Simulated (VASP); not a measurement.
# AlRu (Pm-3m) in VASP: notebook

AlRu is run at these levels: LDA+U; tasks: density of states.

All numbers are computed with VASP 6.6.1; they aren't measurements. Logs are shortened: lines on timing, memory, paths and dates and some standing lists are left out, and cuts for length are marked.

## (1) The cell of the first run

The structure is cubic, space group Pm-3m (No. 221). Conventional cell: a = 2.992 Å, b = 2.992 Å, c = 2.992 Å, α = 90.00°, β = 90.00°, γ = 90.00°. Within 3.4 Å of Ru (site symmetry m-3m) lie 8 Al at 2.59 Å and 6 Ru at 2.99 Å. Within 3.4 Å of Al (site symmetry m-3m) lie 8 Ru at 2.59 Å and 6 Al at 2.99 Å.

## (2) Density of states, LDA+U

File POSCAR:

```
AlRu
1.0
    2.9916000000      0.0000000000      0.0000000000
    0.0000000000      2.9916000000      0.0000000000
    0.0000000000      0.0000000000      2.9916000000
Ru Al
1 1
Direct
    0.5000000000      0.5000000000      0.5000000000
    0.0000000000      0.0000000000      0.0000000000
```

File INCAR.step1:

```
ALGO = Normal
EDIFF = 1E-7
ENCUT = 520
GGA = CA
ISIF = 2
ISMEAR = -1
LASPH = T
LCHARG = T
LDAU = T
LDAUJ = 0 0
LDAUL = 2 -1
LDAUPRINT = 1
LDAUTYPE = 2
LDAUU = 4 0
LMAXMIX = 4
LREAL = F
LWAVE = F
NBANDS = 16
NELM = 150
PREC = Accurate
SIGMA = 0.05
```

File KPOINTS.step1:

```
k-points
0
Gamma
  9 9 9
```

File INCAR.step2:

```
ALGO = Normal
EDIFF = 1E-7
ENCUT = 520
GGA = CA
ICHARG = 11
ISIF = 2
ISMEAR = -5
LASPH = T
LCHARG = F
LDAU = T
LDAUJ = 0 0
LDAUL = 2 -1
LDAUPRINT = 1
LDAUTYPE = 2
LDAUU = 4 0
LMAXMIX = 4
LORBIT = 11
LREAL = F
LWAVE = F
NEDOS = 1001
NELM = 150
PREC = Accurate
SIGMA = 0.05
```

File KPOINTS.step2:

```
k-points
0
Gamma
  14 14 14
```

Potentials or basis: VASP PAW LDA potentials, release 64 (Ru_pv, Al).

Command:

```
$ cat potpaw_LDA.64/Ru_pv/POTCAR potpaw_LDA.64/Al/POTCAR > POTCAR
$ cp INCAR.step1 INCAR
$ cp KPOINTS.step1 KPOINTS
$ mpirun -np 1 vasp_std > vasp.out
$ cp INCAR.step2 INCAR
$ cp KPOINTS.step2 KPOINTS
$ mpirun -np 1 vasp_std > vasp.out
```

OUTCAR:

```text
EDIFF = 1E-7
   ENCUT = 520
   GGA = CA
   ICHARG = 11
   ISIF = 2
   ISMEAR = -5
   LASPH = T
   LORBIT = 11
   LREAL = F
   NELM = 150
   PREC = Accurate

 ion  position               nearest neighbor table
   1  0.500  0.500  0.500-   2 2.59   2 2.59   2 2.59   2 2.59   2 2.59   2 2.59   2 2.59   2 2.59

   2  0.000  0.000  0.000-   1 2.59   1 2.59   1 2.59   1 2.59   1 2.59   1 2.59   1 2.59   1 2.59

  LATTYP: Found a simple cubic cell.
 ALAT       =     2.9916000000

  Lattice vectors:

 A1 = (   2.9916000000,   0.0000000000,   0.0000000000)
 A2 = (   0.0000000000,   2.9916000000,   0.0000000000)
 A3 = (   0.0000000000,   0.0000000000,   2.9916000000)

Analysis of symmetry for initial positions (statically):
=====================================================================
 Subroutine PRICEL returns:
 Original cell was already a primitive cell.

 Routine SETGRP: Setting up the symmetry group for a
 simple cubic supercell.

 Subroutine GETGRP returns: Found 48 space group operations
[... 9 lines left out ...]

 Routine SETGRP: Setting up the symmetry group for a
 simple cubic supercell.

 Subroutine GETGRP returns: Found 48 space group operations
[... 11 lines left out ...]
                                     Primitive cell

  volume of cell :      26.7738

  direct lattice vectors                    reciprocal lattice vectors
     2.991600000  0.000000000  0.000000000     0.334269287  0.000000000  0.000000000
     0.000000000  2.991600000  0.000000000     0.000000000  0.334269287  0.000000000
     0.000000000  0.000000000  2.991600000     0.000000000  0.000000000  0.334269287

  length of vectors
     2.991600000  2.991600000  2.991600000     0.334269287  0.334269287  0.334269287

  position of ions in fractional coordinates (direct lattice)
     0.500000000  0.500000000  0.500000000
     0.000000000  0.000000000  0.000000000

  ion indices of the primitive-cell ions
   primitive index   ion index
                 1           1
                 2           2

[... 138 lines left out ...]
  o =  0.5110  v =  0.0000  0.0000  0.0000  0.0000  0.0000  0.0000 -0.0000  1.0000  0.0000  0.0000      0.0000  0.0000  0.0000  0.0000  0.0000  0.0000  0.0000  0.0000  0.0000  0.0000
  o =  0.5110  v =  0.0000 -0.0000  0.0000 -0.0000 -1.0000  0.0000  0.0000  0.0000  0.0000  0.0000      0.0000  0.0000  0.0000  0.0000  0.0000  0.0000  0.0000  0.0000  0.0000  0.0000
  o =  0.5110  v =  0.0000  0.0000  0.0000  0.0000  0.0000  0.0000 -0.0000  0.0000 -0.0000 -1.0000      0.0000  0.0000  0.0000  0.0000  0.0000  0.0000  0.0000  0.0000  0.0000  0.0000
  o =  0.7227  v =  0.0000  0.0000  0.0000  0.0000  0.0000  1.0000  0.0000  0.0000  0.0000  0.0000      0.0000  0.0000  0.0000  0.0000  0.0000  0.0000  0.0000  0.0000  0.0000  0.0000
  o =  0.7227  v =  1.0000  0.0000  0.0000  0.0000  0.0000  0.0000  0.0000  0.0000  0.0000  0.0000      0.0000  0.0000  0.0000  0.0000  0.0000  0.0000  0.0000  0.0000  0.0000  0.0000
  o =  0.7227  v =  0.0000 -0.8962 -0.0000 -0.4437  0.0000  0.0000  0.0000  0.0000  0.0000  0.0000      0.0000  0.0000  0.0000  0.0000  0.0000  0.0000  0.0000  0.0000  0.0000  0.0000
  o =  0.7227  v =  0.0000  0.0000  0.0000  0.0000  0.0000  0.0000 -0.8962 -0.0000 -0.4437  0.0000      0.0000  0.0000  0.0000  0.0000  0.0000  0.0000  0.0000  0.0000  0.0000  0.0000
  o =  0.7227  v =  0.0000 -0.4437 -0.0000  0.8962  0.0000  0.0000  0.0000  0.0000  0.0000  0.0000      0.0000  0.0000  0.0000  0.0000  0.0000  0.0000  0.0000  0.0000  0.0000  0.0000
  o =  0.7227  v =  0.0000  0.0000  0.0000  0.0000  0.0000  0.0000 -0.4437 -0.0000  0.8962  0.0000      0.0000  0.0000  0.0000  0.0000  0.0000  0.0000  0.0000  0.0000  0.0000  0.0000

 number of electron      16.9999996 magnetization

 Free energy of the ion-electron system (eV)
  ---------------------------------------------------
  ext. energy  EPLUGINS =         0.00000000
  ---------------------------------------------------
  free energy    TOTEN  =       -11.64404740 eV

  energy without entropy =      -11.64404740  energy(sigma->0) =      -11.64404740

 E-fermi :  10.1442     XC(G=0): -12.7734

 val. band max:       10.1991335371   @ k =   0.4286   0.2143   0.2143
 cond. band min:      10.1220404394   @ k =   0.3571   0.3571   0.2143
 fundamental gap:     -0.0770930977
 Fermi energy:        10.1442174311

 k-point     1 :       0.0000    0.0000    0.0000
  band No.  band energies     occupation
      1     -30.6908      2.00000
      2     -30.6908      2.00000
      3     -30.6908      2.00000
      4       0.8305      2.00000
      5       7.0478      2.00000
      6       7.0478      2.00000
      7      10.1537      1.99262
      8      10.1537      1.98814
      9      10.1537      1.11698
     10      16.5039      0.00000
     11      16.5039      0.00000
     12      16.5039      0.00000
[... 331 lines left out ...]
 k-point    24 :       0.3571    0.2143    0.0000
  band No.  band energies     occupation
      1     -30.8581      2.00000
      2     -30.7582      2.00000
      3     -30.6684      2.00000
      4       3.6353      2.00000
      5       6.4827      2.00000
      6       8.0524      2.00000
      7       8.6982      2.00000
      8       8.8154      2.00000
      9       9.6481      2.00000
     10      13.2551      0.00000
     11      16.7300      0.00000
     12      19.3592      0.00000

 [... further k-points ...]
[... 5 lines left out ...]
  --------------------------------------------------------------------------------------
  -------------------------------------------------------------------------------------
  Total       -1.8295002     -1.8295002     -1.8295002     -0.0000000     -0.0000000      0.0000000
  in kB     -109.4794142   -109.4794142   -109.4794142     -0.0000000     -0.0000000      0.0000000
  external PRESSURE =    -109.4794142 kB  Pullay stress =       0.0000000 kB

 VOLUME and BASIS-vectors are now :
 -----------------------------------------------------------------------------
  energy-cutoff  :      520.00
  volume of cell :       26.77
      direct lattice vectors                 reciprocal lattice vectors
     2.991600000  0.000000000  0.000000000     0.334269287  0.000000000  0.000000000
     0.000000000  2.991600000  0.000000000     0.000000000  0.334269287  0.000000000
     0.000000000  0.000000000  2.991600000     0.000000000  0.000000000  0.334269287

 POSITION                                       TOTAL-FORCE (eV/Angst)
 -----------------------------------------------------------------------------------
      1.49580      1.49580      1.49580         0.000000      0.000000      0.000000
      0.00000      0.00000      0.00000         0.000000      0.000000      0.000000
 -----------------------------------------------------------------------------------
    total drift:                                0.000000      0.000000     -0.000000

  FREE ENERGIE OF THE ION-ELECTRON SYSTEM (eV)
  ---------------------------------------------------
  free  energy   TOTEN  =       -11.6440473976 eV

  energy  without entropy=      -11.6440473976  energy(sigma->0) =      -11.64404740

 total charge

# of ion       s       p       d       tot
------------------------------------------
    1        0.333   6.229   6.321  12.884
    2        0.394   0.413   0.000   0.807
--------------------------------------------------
tot          0.727   6.643   6.321  13.691
```

OSZICAR.step1:

```text
N       E                     dE             d eps       ncg     rms          rms(c)
DAV:   1     0.119607627218E+03    0.11961E+03   -0.91627E+03  1152   0.989E+02
DAV:   2    -0.100268994767E+02   -0.12963E+03   -0.12226E+03  1336   0.290E+02
DAV:   3    -0.120217317581E+02   -0.19948E+01   -0.19879E+01  1432   0.378E+01
DAV:   4    -0.120338712495E+02   -0.12139E-01   -0.12120E-01  1392   0.318E+00
DAV:   5    -0.120340160652E+02   -0.14482E-03   -0.14457E-03  1320   0.334E-01    0.120E+01
DAV:   6    -0.116289942202E+02    0.40502E+00   -0.17007E+00  1192   0.142E+01    0.257E+00
DAV:   7    -0.115938497495E+02    0.35144E-01   -0.15783E-01  1152   0.447E+00    0.242E+00
DAV:   8    -0.116138381715E+02   -0.19988E-01   -0.33017E-02  1288   0.119E+00    0.440E-01
DAV:   9    -0.116186339506E+02   -0.47958E-02   -0.26487E-03  1376   0.430E-01    0.297E-01
DAV:  10    -0.116232718264E+02   -0.46379E-02   -0.39754E-03  1168   0.457E-01    0.683E-02
DAV:  11    -0.116234056012E+02   -0.13377E-03   -0.18530E-04  1256   0.103E-01    0.261E-02
DAV:  12    -0.116234169264E+02   -0.11325E-04   -0.19700E-05  1296   0.383E-02    0.483E-03
DAV:  13    -0.116234168792E+02    0.47256E-07   -0.64751E-07  1336   0.768E-03
   1 F= -.11623417E+02 E0= -.11615464E+02  d E =-.159052E-01
```

Wall time 14 s (1 thread of Intel Xeon Platinum 8488C (Sapphire Rapids), shared host); peak memory 0.16 GiB.

Results:

| Quantity | Value |
| --- | --- |
| Valence electrons inside the program's atomic spheres | Ru 12.88; Al 0.81 |

Levels at points of the mesh, in eV from the Fermi level:
```
           k point  band 7  band 8  band 9  band 10  band 11  band 12
(0.00, 0.00, 0.00)    0.01    0.01    0.01     6.36     6.36     6.36
(0.50, 0.00, 0.00)   -1.74   -1.74    0.26     2.83     7.81    11.36
(0.50, 0.50, 0.00)   -1.31   -0.99   -0.99     2.11     5.77     6.24
(0.50, 0.50, 0.50)    2.20    2.20    2.75     4.53     4.53     4.53
```

Eigenvalues of the final occupation matrices:
```csv
site,spin,trace,eigenvalues
site 1 d,1,3.19,0.51 0.51 0.72 0.72 0.72
site 1 d,2,3.19,0.51 0.51 0.72 0.72 0.72
```

Caveat: U without spin polarisation on a metal has little footing; the U is typed as a test and isn't derived for this compound; tetrahedron occupations give inexact forces and stress in metals.

## (3) Density of states, LDA+U

POSCAR is that of step 2.

INCAR.step1, as its differences from that of step 2:

```diff
@@ -1,5 +1,4 @@
 ALGO = Normal
-EDIFF = 1E-7
+EDIFF = 1E-6
 ENCUT = 520
-GGA = CA
 ISIF = 2
@@ -13,3 +12,3 @@
 LDAUTYPE = 2
-LDAUU = 4 0
+LDAUU = 8 0
 LMAXMIX = 4
```

KPOINTS.step1 is that of step 2.

File INCAR.step2:

```
ALGO = Normal
EDIFF = 1E-6
ENCUT = 520
ICHARG = 11
ISIF = 2
ISMEAR = -5
LASPH = T
LCHARG = F
LDAU = T
LDAUJ = 0 0
LDAUL = 2 -1
LDAUPRINT = 1
LDAUTYPE = 2
LDAUU = 8 0
LMAXMIX = 4
LORBIT = 11
LREAL = F
LWAVE = F
NBANDS = 16
NEDOS = 2001
NELM = 150
PREC = Accurate
SIGMA = 0.05
```

KPOINTS.step2 is that of step 2.

Potentials or basis: VASP PAW LDA potentials, release 64 (Ru_pv, Al).

Command:

```
$ cat potpaw_LDA.64/Ru_pv/POTCAR potpaw_LDA.64/Al/POTCAR > POTCAR
$ cp INCAR.step1 INCAR
$ cp KPOINTS.step1 KPOINTS
$ mpirun -np 1 vasp_std > vasp.out
$ cp INCAR.step2 INCAR
$ cp KPOINTS.step2 KPOINTS
$ mpirun -np 1 vasp_std > vasp.out
```

It took 16 s on 1 thread of Intel Xeon Platinum 8488C (Sapphire Rapids), shared host; peak memory 0.16 GiB.

It converged, with:

```
Valence electrons inside the program's atomic spheres : Ru 12.97; Al 0.79
```

Levels at points of the mesh, in eV from the Fermi level:
```
           k point  band 5  band 6  band 7  band 8  band 9  band 10  band 11  band 12  band 13  band 14
(0.00, 0.00, 0.00)   -2.50   -2.50   -0.83   -0.83   -0.83     6.50     6.50     6.50    11.69    11.69
(0.50, 0.00, 0.00)   -5.01   -2.47   -2.47   -1.62   -0.60     3.51     7.93    11.53    11.53    12.66
(0.50, 0.50, 0.00)   -2.09   -2.09   -2.09   -0.85   -0.85     2.90     5.81     6.21    10.85    13.13
(0.50, 0.50, 0.50)   -5.20   -5.20    2.84    3.00    3.00     4.71     4.71     4.71     8.27     8.27
```

Eigenvalues of the final occupation matrices:
```
    site  spin  trace               eigenvalues
site 1 d     1   3.23  0.45 0.45 0.78 0.78 0.78
site 1 d     2   3.23  0.45 0.45 0.78 0.78 0.78
```

Caveat: U without spin polarisation on a metal has little footing; the U is typed as a test and isn't derived for this compound; tetrahedron occupations give inexact forces and stress in metals.

## (4) Density of states, LDA+U

POSCAR is that of step 3.

File INCAR.step1:

```
ALGO = Normal
EDIFF = 1E-6
ENCUT = 520
GGA = CA
GGA_COMPAT = F
ISIF = 2
ISMEAR = -1
LASPH = T
LCHARG = T
LDAU = T
LDAUJ = 0 0
LDAUL = 2 -1
LDAUPRINT = 1
LDAUTYPE = 2
LDAUU = 4 0
LMAXMIX = 4
LORBIT = 11
LREAL = F
LWAVE = F
NBANDS = 16
NEDOS = 2001
NELM = 200
PREC = Accurate
SIGMA = 0.05
```

KPOINTS.step1 is that of step 3.

File INCAR.step2:

```
ALGO = Normal
EDIFF = 1E-6
ENCUT = 520
GGA = CA
GGA_COMPAT = F
ICHARG = 11
ISIF = 2
ISMEAR = -5
LASPH = T
LCHARG = F
LDAU = T
LDAUJ = 0 0
LDAUL = 2 -1
LDAUPRINT = 1
LDAUTYPE = 2
LDAUU = 4 0
LMAXMIX = 4
LORBIT = 11
LREAL = F
LWAVE = F
NEDOS = 1001
NELM = 200
PREC = Accurate
SIGMA = 0.05
```

KPOINTS.step2 is that of step 3.

Potentials or basis: VASP PAW LDA potentials, release 64 (Ru_sv, Al).

Command:

```
$ cat potpaw_LDA.64/Ru_sv/POTCAR potpaw_LDA.64/Al/POTCAR > POTCAR
$ cp INCAR.step1 INCAR
$ cp KPOINTS.step1 KPOINTS
$ mpirun -np 1 vasp_std > vasp.out
$ cp INCAR.step2 INCAR
$ cp KPOINTS.step2 KPOINTS
$ mpirun -np 1 vasp_std > vasp.out
```

Wall time 17 s (1 thread of AMD EPYC 9R45 (Zen 5), shared host); peak memory 0.13 GiB.

It converged, with:

```
Valence electrons inside the program's atomic spheres : Ru 13.81; Al 0.81
```

Levels at points of the mesh, in eV from the Fermi level:
| k point | band 6 | band 7 | band 8 | band 9 | band 10 | band 11 | band 12 | band 13 |
| --- | --- | --- | --- | --- | --- | --- | --- | --- |
| (0.00, 0.00, 0.00) | -3.19 | -3.19 | 0.07 | 0.07 | 0.07 | 6.22 | 6.22 | 6.22 |
| (0.50, 0.00, 0.00) | -5.27 | -2.37 | -1.67 | -1.67 | 0.32 | 2.72 | 7.69 | 11.20 |
| (0.50, 0.50, 0.00) | -2.72 | -1.25 | -1.25 | -1.14 | -1.14 | 2.01 | 5.61 | 6.21 |
| (0.50, 0.50, 0.50) | -4.61 | -4.61 | 2.11 | 2.11 | 2.65 | 4.36 | 4.36 | 4.36 |

Eigenvalues of the final occupation matrices:
```tsv
site	spin	trace	eigenvalues
site 1 d	1	2.81	0.45 0.45 0.63 0.63 0.63
site 1 d	2	2.81	0.45 0.45 0.63 0.63 0.63
```

Caveat: U without spin polarisation on a metal has little footing; the U is typed as a test and isn't derived for this compound; tetrahedron occupations give inexact forces and stress in metals.

## (5) Density of states, LDA+U

POSCAR is that of step 4.

INCAR.step1, as its differences from that of step 4:

```diff
@@ -3,3 +3,2 @@
 ENCUT = 520
-GGA = CA
 GGA_COMPAT = F
@@ -14,3 +13,3 @@
 LDAUTYPE = 2
-LDAUU = 4 0
+LDAUU = 8 0
 LMAXMIX = 4
```

KPOINTS.step1 is that of step 4.

INCAR.step2, as its differences from that of step 4:

```diff
@@ -3,3 +3,2 @@
 ENCUT = 520
-GGA = CA
 GGA_COMPAT = F
@@ -15,3 +14,3 @@
 LDAUTYPE = 2
-LDAUU = 4 0
+LDAUU = 8 0
 LMAXMIX = 4
@@ -20,3 +19,4 @@
 LWAVE = F
-NEDOS = 1001
+NBANDS = 16
+NEDOS = 2001
 NELM = 200
```

KPOINTS.step2 is that of step 4.

Command:

```
$ cat potpaw_LDA.64/Ru_sv/POTCAR potpaw_LDA.64/Al/POTCAR > POTCAR
$ cp INCAR.step1 INCAR
$ cp KPOINTS.step1 KPOINTS
$ mpirun -np 1 vasp_std > vasp.out
$ cp INCAR.step2 INCAR
$ cp KPOINTS.step2 KPOINTS
$ mpirun -np 1 vasp_std > vasp.out
```

Wall time 36 s (1 thread of Intel Xeon Platinum 8488C (Sapphire Rapids), shared host); peak memory 0.16 GiB.

It converged, with:

```yaml
Valence_electrons_inside_the_program's_atomic_spheres: Ru 13.88; Al 0.80
```

Levels at points of the mesh, in eV from the Fermi level:
| k point | band 8 | band 9 | band 10 | band 11 | band 12 | band 13 |
| --- | --- | --- | --- | --- | --- | --- |
| (0.00, 0.00, 0.00) | -0.51 | -0.51 | -0.51 | 6.35 | 6.35 | 6.35 |
| (0.50, 0.00, 0.00) | -2.15 | -1.62 | -0.27 | 3.55 | 7.80 | 11.34 |
| (0.50, 0.50, 0.00) | -1.76 | -1.01 | -1.01 | 2.98 | 5.90 | 6.11 |
| (0.50, 0.50, 0.50) | 2.75 | 3.08 | 3.08 | 4.50 | 4.50 | 4.50 |

Eigenvalues of the final occupation matrices:
```
    site  spin  trace               eigenvalues
site 1 d     1   2.84  0.38 0.38 0.69 0.69 0.69
site 1 d     2   2.84  0.38 0.38 0.69 0.69 0.69
```

Caveat: U without spin polarisation on a metal has little footing; the U is typed as a test and isn't derived for this compound; tetrahedron occupations give inexact forces and stress in metals.
